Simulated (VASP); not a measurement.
# CdGa2O3 (R-3m) in VASP: single point with PBE

Aim: the single point of CdGa2O3 with PBE.

All numbers are computed with VASP 6.6.1; they aren't measurements. Logs are shortened: lines on timing, memory, paths and dates and some standing lists are left out, and cuts for length are marked.

### Step 1. The cell of the first run

The structure is trigonal, space group R-3m (No. 166). The conventional cell has a = 5.967 Å, b = 5.967 Å, c = 8.261 Å, α = 90.00°, β = 90.00°, γ = 120.00°. Within 2.9 Å of Cd (site symmetry -3m) lie 6 O at 2.21 Å and 2 Ga at 2.64 Å. Within 2.8 Å of Ga (site symmetry 3m) lie 3 O at 2.14 Å and 1 Cd at 2.64 Å. O (site symmetry 2/m) has 2 Ga at 2.14 Å and 2 Cd at 2.21 Å within 2.8 Å.

The cell was generated, and may not be a known phase.

### Step 2. Single point, PBE, collinear spin, ferromagnetic start

INCAR reads:

```
PREC = Accurate
ENCUT = 700
EDIFF = 1E-6
ISMEAR = 0
SIGMA = 0.1
LREAL = False
LASPH = True
NELM = 200
ALGO = Normal
ISIF = 2
LWAVE = False
LCHARG = True
ISPIN = 2
MAGMOM = 0 0 0 1 1 1
LORBIT = 11
GGA = PE
LELF = True
LVHAR = True
NBANDS = 45
GGA_COMPAT = False
```

KPOINTS reads:

```
Automatic mesh
0
Gamma
  6 6 6
```

POSCAR reads:

```
CdGa2O3
1.0
    2.9832535583      1.7223822449      2.7535501562
   -2.9832535583      1.7223822449      2.7535501562
    0.0000000000     -3.4447644899      2.7535501562
Cd Ga O
1 2 3
Direct
    0.0000000000      0.0000000000      0.0000000000
    0.6803090370      0.6803090370      0.6803090370
    0.3196909630      0.3196909630      0.3196909630
    0.0000000000      0.5000000000      0.0000000000
    0.5000000000      0.0000000000      0.0000000000
    0.0000000000      0.0000000000      0.5000000000
```

Potentials or basis: VASP PAW PBE potentials, release 64 (Cd_sv_GW, Ga_d, O).

On the command line:

```console
> cat potpaw_PBE.64/Cd_sv_GW/POTCAR potpaw_PBE.64/Ga_d/POTCAR potpaw_PBE.64/O/POTCAR > POTCAR
> mpirun -np 1 vasp_std > vasp.out
```

OUTCAR:

```text
PREC = Accurate
   ENCUT = 700
   EDIFF = 1E-6
   ISMEAR = 0
   LREAL = False
   LASPH = True
   NELM = 200
   ISIF = 2
   ISPIN = 2
   LORBIT = 11
   GGA = PE

 ion  position               nearest neighbor table
   1  0.000  0.000  0.000-   4 2.21   5 2.21   4 2.21   5 2.21   6 2.21   6 2.21   2 2.64   3 2.64

   2  0.680  0.680  0.680-   6 2.14   5 2.14   4 2.14   1 2.64
   3  0.320  0.320  0.320-   6 2.14   5 2.14   4 2.14   1 2.64
   4  0.000  0.500  0.000-   2 2.14   3 2.14   1 2.21   1 2.21
   5  0.500  0.000  0.000-   2 2.14   3 2.14   1 2.21   1 2.21
   6  0.000  0.000  0.500-   2 2.14   3 2.14   1 2.21   1 2.21

  LATTYP: Found a trigonal (rhomboedric) cell.
 ALAT       =     4.4100386453
 COS(alpha) =     0.0847799204

  Lattice vectors:

 A1 = (   2.9832535583,   1.7223822449,   2.7535501562)
 A2 = (  -2.9832535583,   1.7223822449,   2.7535501562)
 A3 = (   0.0000000000,  -3.4447644899,   2.7535501562)

Analysis of symmetry for initial positions (statically):
=====================================================================
 Subroutine PRICEL returns:
 Original cell was already a primitive cell.

 Routine SETGRP: Setting up the symmetry group for a
 trigonal (rhombohedral) supercell.

 Subroutine GETGRP returns: Found 12 space group operations
 (whereof 12 operations were pure point group operations)
 out of a pool of 12 trial point group operations.

The static configuration has the point symmetry D_3d.

Analysis of symmetry for dynamics (positions and initial velocities):
=====================================================================
 Subroutine PRICEL returns:
 Original cell was already a primitive cell.

 Routine SETGRP: Setting up the symmetry group for a
 trigonal (rhombohedral) supercell.

 Subroutine GETGRP returns: Found 12 space group operations
 (whereof 12 operations were pure point group operations)
 out of a pool of 12 trial point group operations.

The dynamic configuration has the point symmetry D_3d.

Analysis of structural, dynamic, and magnetic symmetry:
=====================================================================
 Subroutine PRICEL returns:
 Original cell was already a primitive cell.

 Routine SETGRP: Setting up the symmetry group for a
 trigonal (rhombohedral) supercell.

 Subroutine GETGRP returns: Found 12 space group operations
 (whereof 12 operations were pure point group operations)
 out of a pool of 12 trial point group operations.

The overall configuration has the point symmetry D_3d.

 Subroutine INISYM returns: Found 12 space group operations
 (whereof 12 operations are pure point group operations),
 and found     1 'primitive' translations

----------------------------------------------------------------------------------------

                                     Primitive cell

  volume of cell :      84.8914

  direct lattice vectors                    reciprocal lattice vectors
     2.983253558  1.722382245  2.753550156     0.167602247  0.096765202  0.121055842
    -2.983253558  1.722382245  2.753550156    -0.167602247  0.096765202  0.121055842
     0.000000000 -3.444764490  2.753550156     0.000000000 -0.193530405  0.121055842

  length of vectors
     4.410038645  4.410038645  4.410038645     0.228272939  0.228272939  0.228272939

  position of ions in fractional coordinates (direct lattice)
     0.000000000  0.000000000  0.000000000
     0.680309037  0.680309037  0.680309037
     0.319690963  0.319690963  0.319690963
     1.000000000  0.500000000  0.000000000
     0.500000000  1.000000000  0.000000000
     0.000000000  0.000000000  0.500000000

  ion indices of the primitive-cell ions
   primitive index   ion index
                 1           1
                 2           2
                 3           3
                 4           4
                 5           5
                 6           6

----------------------------------------------------------------------------------------

 KPOINTS: Automatic mesh

[... 26 lines left out ...]
  0.333333  0.000000  0.000000      6.000000
  0.500000  0.000000  0.000000      3.000000
  0.166667  0.166667 -0.000000      6.000000
  0.333333  0.166667  0.000000     12.000000
[... 16 lines left out ...]
  0.500000  0.500000  0.166667      6.000000
 -0.333333  0.500000  0.166667     12.000000
 [... further k-points ...]
   k-points           NKPTS =     32   k-points in BZ     NKDIM =     32   number of bands    NBANDS=     45
   number of dos      NEDOS =    301   number of ions     NIONS =      6
   total plane-waves  NPLWV =  64000
   dimension x,y,z NGX =    40 NGY =   40 NGZ =   40
   dimension x,y,z NGXF=    80 NGYF=   80 NGZF=   80
   ions per type =               1   2   3
   NGX,Y,Z   is equivalent  to a cutoff of  15.08, 15.08, 15.08 a.u.
   NGXF,Y,Z  is equivalent  to a cutoff of  30.16, 30.16, 30.16 a.u.
 SYSTEM =  unknown system
   PREC   = accura    normal or accurate (medium, high low for compatibility)
   ISTART =      0    job   : 0-new  1-cont  2-samecut
   ICHARG =      2    charge: 1-file 2-atom 10-const
   ISPIN  =      2    spin polarized calculation?
   LNONCOLLINEAR =      F non collinear calculations
   LSORBIT =      F    spin-orbit coupling
   LASPH  =      T    aspherical Exc in radial PAW
   ENCUT  =  700.0 eV  51.45 Ry    7.17 a.u.   9.51  9.51  9.51*2*pi/ulx,y,z
   NELM   =    200;   NELMIN=  2; NELMDL= -5     # of ELM steps
   EDIFF  = 0.1E-05   stopping-criterion for ELM
   LREAL  =      F    real-space projection
[... 7 lines left out ...]
   TEBEG  =    0.0;   TEEND  =   0.0 temperature during run
   PSTRESS=    0.0 pullay stress
   NELECT =      64.0000    total number of electrons
   NUPDOWN=      -1.0000    fix difference up-down
   EMIN   =  10.00;   EMAX   =-10.00  energy-range for DOS
   EFERMI =   0.00;   METHOD = LEGACY
   ISMEAR =     0;   SIGMA  =   0.10  broadening in eV -4-tet -1-fermi 0-gaus
   EFERMI_NEDOS =   21; number of points for ismear=-14 and -15
   IALGO  =     38    algorithm
   IMIX   =      4    mixing-type and parameters
     AMIX     =   0.40;   BMIX     =  1.00
     AMIX_MAG =   1.60;   BMIX_MAG =  1.00
  volume/ion in A,a.u.               =      14.15        95.48
  Fermi-wavevector in a.u.,A,eV,Ry     =   1.489979  2.815652 30.205446  2.220038
  Thomas-Fermi vector in A             =   2.602819
   LORBIT       =     11    0 simple, 1 ext, 2 COOP (PROOUT), +10 PAW based schemes
   GGA     = PE    functional components
   LHFCALC =     F    Hartree Fock is set to
   AEXX    =    0.0000 exact exchange contribution
   IVDW    =     0    specifies the selected vdW correction
   LEPSILON=     F    determine dielectric tensor
   LRPA    =     F    only Hartree local field effects (RPA)
 spin polarized calculation
 Gauss-broadening in eV      SIGMA  =   0.10
  energy-cutoff  :      700.00
  volume of cell :       84.89
 maximum number of plane-waves:      3592
 NGX is ok and might be reduce to    40
   NGX = 19   NGY = 19   NGZ = 19

 number of electron      64.0000035 magnetization       0.0211329

 number of electron      64.0000035 magnetization      -0.0003930

 Free energy of the ion-electron system (eV)
  ---------------------------------------------------
  ext. energy  EPLUGINS =         0.00000000
  ---------------------------------------------------
  free energy    TOTEN  =       -25.92515599 eV

  energy without entropy =      -25.92235582  energy(sigma->0) =      -25.92375591

 E-fermi :   3.8097     XC(G=0): -10.8290

 val. band max:        3.6632446333   @ k =  -0.3333   0.5000   0.3333
 cond. band min:       3.8788186576   @ k =   0.3333   0.3333   0.3333
 fundamental gap:      0.2155740244
 Fermi energy:         3.8096649708

 spin component 1

 k-point     1 :       0.0000    0.0000    0.0000
  band No.  band energies     occupation
      1     -96.8365      1.00000
      2     -58.0171      1.00000
      3     -57.8957      1.00000
      4     -57.8957      1.00000
      5     -14.3875      1.00000
      6     -13.5784      1.00000
[... 1117 lines left out ...]
     43      16.2953      0.00000
     44      17.0412      0.00000

 [... further k-points ...]

 spin component 2

 k-point     1 :       0.0000    0.0000    0.0000
  band No.  band energies     occupation
      1     -96.8365      1.00000
      2     -58.0172      1.00000
      3     -57.8958      1.00000
      4     -57.8958      1.00000
      5     -14.3876      1.00000
      6     -13.5785      1.00000
[... 1117 lines left out ...]
     43      16.2953      0.00000
     44      17.0407      0.00000

 [... further k-points ...]

 [bands above 44 left out]

------------------------ aborting loop because EDIFF is reached ----------------------------------------

  FORCE on cell =-STRESS in cart. coord.  units (eV):
  Direction    XX          YY          ZZ          XY          YZ          ZX
  --------------------------------------------------------------------------------------
  -------------------------------------------------------------------------------------
  Total        0.0862589      0.0862589      0.0427079     -0.0000000     -0.0000000      0.0000000
  in kB        1.6279862      1.6279862      0.8060366     -0.0000000     -0.0000000      0.0000000
  external PRESSURE =       1.3540030 kB  Pullay stress =       0.0000000 kB

 VOLUME and BASIS-vectors are now :
 -----------------------------------------------------------------------------
  energy-cutoff  :      700.00
  volume of cell :       84.89
      direct lattice vectors                 reciprocal lattice vectors
     2.983253558  1.722382245  2.753550156     0.167602247  0.096765202  0.121055842
    -2.983253558  1.722382245  2.753550156    -0.167602247  0.096765202  0.121055842
     0.000000000 -3.444764490  2.753550156     0.000000000 -0.193530405  0.121055842

 POSITION                                       TOTAL-FORCE (eV/Angst)
 -----------------------------------------------------------------------------------
      0.00000      0.00000      0.00000         0.000000      0.000000     -0.000000
      0.00000     -0.00000      5.61980         0.000000      0.000000     -0.054642
      0.00000     -0.00000      2.64086         0.000000     -0.000000      0.054642
     -1.49163      0.86119      1.37678        -0.000000      0.000000     -0.000000
      1.49163      0.86119      1.37678         0.000000      0.000000     -0.000000
      0.00000     -1.72238      1.37678        -0.000000      0.000000     -0.000000
 -----------------------------------------------------------------------------------
    total drift:                                0.000000      0.000000     -0.000000

  FREE ENERGIE OF THE ION-ELECTRON SYSTEM (eV)
  ---------------------------------------------------
  free  energy   TOTEN  =       -25.9251559867 eV

  energy  without entropy=      -25.9223558243  energy(sigma->0) =      -25.92375591

 total charge

# of ion       s       p       d       f       tot
--------------------------------------------------
    1        2.215   6.231   9.254   0.025  17.725
    2        0.892   0.437  10.020   0.000  11.349
    3        0.892   0.437  10.020   0.000  11.349
    4        1.571   3.366   0.000   0.000   4.937
    5        1.571   3.366   0.000   0.000   4.937
    6        1.571   3.366   0.000   0.000   4.937
--------------------------------------------------
tot          8.712  17.202  29.293   0.025  55.232

 magnetization (x)

# of ion       s       p       d       f       tot
--------------------------------------------------
    1        0.000   0.000  -0.000   0.000   0.000
    2       -0.000  -0.000   0.000   0.000  -0.000
    3       -0.000  -0.000   0.000   0.000  -0.000
    4        0.000  -0.000   0.000   0.000  -0.000
    5        0.000  -0.000   0.000   0.000  -0.000
    6        0.000  -0.000   0.000   0.000  -0.000
--------------------------------------------------
tot          0.000  -0.000  -0.000   0.000  -0.000
```

Wall time 3 min (1 thread of AMD EPYC 9R45 (Zen 5), shared host); peak memory 0.46 GiB.

Results:

| Item | Value |
| --- | --- |
| Free energy | -25.9252 eV |
| Pressure | 0.1 GPa |
| Largest force | 0.055 eV/Å |
| Band gap on the k mesh | zero (filled and empty bands overlap) |
| Net moment | 0.00 μB per cell |
| Valence electrons inside the program's atomic spheres | Cd 17.73; Ga 11.35; O 4.94 |

Forces on the atoms (eV/Å):
```
Cd   0.000  0.000  0.000
Ga   0.000  0.000 -0.055
Ga   0.000  0.000  0.055
O    0.000  0.000  0.000
O    0.000  0.000  0.000
O    0.000  0.000  0.000
```

The gap in the log of VASP goes by the Fermi energy; the results here count the filled bands.